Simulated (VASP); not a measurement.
Input of a VASP 6.6.1 run:

File INCAR:

```
PREC     = Accurate       # precision mode
ENCUT    = 520            # plane-wave cutoff, eV
EDIFF    = 1E-6           # SCF threshold, eV
ISMEAR   = -1             # smearing method
SIGMA    = 0.02           # smearing width, eV
LREAL    = False          # projectors in reciprocal space
LASPH    = True           # aspherical terms in the spheres
NELM     = 100            # most SCF steps
ALGO     = Normal         # electronic algorithm
ISIF     = 2              # what is computed and relaxed
LWAVE    = False          # write WAVECAR
LCHARG   = True           # write CHGCAR
GGA      = CA             # functional
LELF     = True           # ELF
LVHAR    = True         
NBANDS   = 16             # bands
```

KPOINTS

```
regular mesh
0
Gamma
  12 12 4
```

Contents of POSCAR:

```
NaH
1.0
    3.2438768473      0.0000000000      0.0000000000
   -1.6219384237      2.8092797565      0.0000000000
    0.0000000000      0.0000000000      5.7199083115
Na H
2 2
Direct
    0.0000000000      0.0000000000      0.0000000000
    0.0000000000      0.0000000000      0.5000000000
    0.3333333333      0.6666666667      0.2500000000
    0.6666666667      0.3333333333      0.7500000000
```

Potentials or basis: VASP PAW LDA potentials, release 64 (Na_pv, H).

The run is started by

```sh
$ cat potpaw_LDA.64/Na_pv/POTCAR potpaw_LDA.64/H/POTCAR > POTCAR
$ mpirun -np 1 vasp_std > vasp.out
```

Problem. What does it give for the pressure?

Solution. -0.1 GPa.

Problem. Estimate the band gap on the k mesh.

Solution. 3.12 eV (least direct gap 4.32 eV).

A k mesh can miss the band edges.
